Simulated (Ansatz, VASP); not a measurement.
## KW4: VASP beside Ansatz

```
CELL_PARAMETERS angstrom
4.72579 0.00000 0.00000
0.00000 4.72579 0.00000
0.00000 0.00000 4.72579
ATOMIC_POSITIONS crystal
K 0.50000 0.50000 0.50000
W 0.00000 0.50000 0.50000
W 0.50000 0.00000 0.50000
W 0.50000 0.50000 0.00000
W 0.00000 0.00000 0.00000
```

Alike in both runs: task single point; functional PBE; k mesh 4 × 4 × 4; occupations gaussian, width 0.1 eV; no spin polarisation.

|  | VASP | Ansatz |
| --- | --- | --- |
| version | VASP 6.6.1 | Ansatz 0.2.0 |
| potentials or method | VASP PAW PBE potentials, release 64 (K_sv, W_sv), cutoff 520 eV | scalar-relativistic, plane waves, PAW |
| valence electrons in the cell | 65 | 65 |

|  | VASP | Ansatz | Ansatz less VASP |
| --- | --- | --- | --- |
| gap on the k mesh at the Fermi level (eV) | none | none | - |
| pressure (GPa) | -19.0 | -20.4 | -1.34 |

A gap of «none» marks a metal or a gap that the smearing closes.

Neither program's run includes spin-orbit coupling.
